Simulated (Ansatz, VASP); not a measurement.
# NaCl in VASP and in Ansatz

```xyz
2
Lattice="0.0000 2.7893 2.8317 2.8317 0.0000 2.8317 2.8317 2.7893 0.0000" Properties=species:S:1:pos:R:3 pbc="T T T"
Na    0.0000    0.0000    0.0000
Cl    2.8317    2.7893    2.8317
```

Change from the starting cell: strain -0.0150 x Voigt [0, 1, 0, 0, 0, 0], atoms carried along.

Alike in both runs: task single point; functional PBEsol; k mesh 8 × 8 × 8; occupations gaussian, width 0.05 eV; no spin polarisation.

```csv
,VASP,Ansatz
version,VASP 6.6.1,Ansatz 0.2.0
potentials or method,"VASP PAW PBE potentials, release 64 (Na_pv, Cl), cutoff 520 eV","scalar-relativistic, plane waves, PAW"
valence electrons in the cell,14,16
```

```csv
,VASP,Ansatz,Ansatz less VASP
gap on the k mesh at the Fermi level (eV),4.94,4.94,+0.004
least direct gap on the mesh (eV),4.94,4.94,+0.004
pressure (GPa),-0.4,-0.4,-0.02
"traceless stress, the component that is largest in VASP (GPa)",0.41,0.41,-0.006
```

VASP's potentials were made for PBE, not for PBEsol. With one functional, cell and mesh, what is left measures potentials, basis and numerics. VASP's potentials hold 14 valence electrons a cell and Ansatz's 16, so a difference there can come from the potentials and not from the codes.
